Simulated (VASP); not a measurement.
Write the native input for VASP 6.6.1 that does the following.

* Task: single point
* Functional: PBE
* Potentials or basis: VASP PAW PBE potentials, release 64 (Ca_sv, Hf_pv, O)
* Cutoff: 600 eV
* k mesh: 2 × 4 × 4
* Occupations: gaussian, width 0.1 eV
* Spin: no spin polarisation
* Dipole correction: no
* Further INCAR settings: ALGO = Normal; EDIFF = 1e-06; NBANDS = 102

The structure of CaHf7O15 lies in POSCAR:

```
CaHf7O15
1.0
   10.3709671726     -0.0170850685      0.1628567218
   -0.0086372295      5.2113858024     -0.0117355779
   -0.8087063914     -0.0103854947      5.3069236673
Ca Hf O
1 7 15
Direct
    0.1312269050      0.4804652624      0.7285301200
    0.6322334886      0.4525636938      0.7048847347
    0.3608370860      0.9544486088      0.8116714498
    0.8395809729      0.9469442642      0.7671286538
    0.3596108384      0.5320744042      0.3083309965
    0.8724004213      0.5541845695      0.2735309707
    0.1512563592      0.0217422225      0.2546306849
    0.6349095337      0.0412377298      0.2065593656
    0.2340168243      0.7497902129      1.0194928407
    0.7236913165      0.7351001012      0.9718316718
    0.2804675256      0.2318838886      0.5391386583
    0.7805328108      0.2502843204      0.5168843515
    0.2632764123      0.2402122806      0.0465488346
    0.7767043109      0.2539144081      0.0084931529
    0.2347895199      0.7576338714      0.5047142021
    0.7176672871      0.7538374720      0.4723056527
    0.0268566781      0.3183839547      0.3146622588
    0.5339107404      0.3203439086      0.3561368911
    0.4725152584      0.8164822161      0.1610468202
    0.9723214892      0.8343958453      0.0832741310
    0.4671815961      0.6664883853      0.6616831419
    0.9656169087      0.7518587225      0.5845672426
    0.5342153267      0.1664885372      0.8577003940
```

The input as run:

INCAR

```
SYSTEM = CaHf7O15
PREC = Accurate
ENCUT = 600
EDIFF = 1E-6
ISMEAR = 0
SIGMA = 0.1
LREAL = .False.
LASPH = .True.
NELM = 120
ALGO = Normal
ISIF = 2
LWAVE = .False.
LCHARG = .False.
GGA = PE
NBANDS = 102
GGA_COMPAT = .False.
```

KPOINTS

```
regular mesh
0
Gamma
  2 4 4
  0 0 0
```

Potentials or basis: VASP PAW PBE potentials, release 64 (Ca_sv, Hf_pv, O).

The run is started by

```sh
$ cat potpaw_PBE.64/Ca_sv/POTCAR potpaw_PBE.64/Hf_pv/POTCAR potpaw_PBE.64/O/POTCAR > POTCAR
$ mpirun -np 1 vasp_std > vasp.out
```

Results of the run:

The pressure is -2.7 GPa. The largest force is 0.206 eV/Å. The band gap on the k mesh is 3.18 eV.

Caveat: spin-orbit coupling is left out, which moves the levels of the heavy elements.

It took 40 min on 1 thread of Intel Xeon 8259CL, on a shared host, peak memory 0.77 GiB.
